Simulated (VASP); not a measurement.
**Al2SbP: single point with r2SCAN**

Al2SbP:

```
P Al Sb
1.0
     4.19447    0.00000    0.00000
     0.00000    4.19447    0.00000
     0.00000    0.00000    5.94702
P Al Sb
1 2 1
Direct
  0.00000 0.00000 0.00000
  0.00000 0.50000 0.77759
  0.50000 0.00000 0.22241
  0.50000 0.50000 0.50000
```

This cell differs from its parent crystal: volume changed by +6%.

```
Program             : VASP 6.6.1
Task                : single point
Functional          : r2SCAN
Potentials or basis : VASP PAW PBE potentials, release 64 (P, Al, Sb)
Cutoff              : 520 eV
k mesh              : 6 × 6 × 4
Occupations         : gaussian, width 0.01 eV
Spin                : no spin polarisation
```

```
Pressure               : -3.6 GPa
Largest force          : 0.037 eV/Å
Band gap on the k mesh : 0.95 eV, direct
```

Forces on the atoms (eV/Å):
```
P    0.000  0.000  0.000
Al   0.000  0.000 -0.037
Al   0.000  0.000  0.037
Sb   0.000  0.000  0.000
```

Levels at points of the mesh, in eV from the valence-band top:
| k point | band 6 | band 7 | band 8 | band 9 | band 10 | band 11 |
| --- | --- | --- | --- | --- | --- | --- |
| (0.00, 0.00, 0.00) | -0.32 | 0.00 | 0.00 | 0.95 | 1.82 | 2.71 |
| (0.50, 0.00, 0.00) | -2.94 | -1.98 | -0.37 | 2.49 | 3.63 | 4.99 |
| (0.50, 0.50, 0.00) | -2.36 | -2.36 | -2.10 | 1.07 | 1.91 | 1.97 |
| (0.00, 0.00, 0.50) | -2.34 | -0.81 | -0.81 | 1.95 | 2.16 | 3.63 |
| (0.50, 0.00, 0.50) | -1.15 | -1.09 | -0.23 | 1.43 | 2.35 | 3.98 |
| (0.50, 0.50, 0.50) | -3.21 | -2.97 | -2.92 | 4.12 | 4.24 | 4.87 |

It took 2.5 min on 1 thread of Intel(R) Xeon(R) Platinum 8259CL CPU @ 2.50GHz (Skylake/Cascade Lake), on a shared host, peak memory 0.26 GiB.

Caveat: the PAW data sets were made with another functional, which shifts forces and pressure a little; spin-orbit coupling is left out, which moves the levels of the heavy elements. A k mesh can miss the band edges.
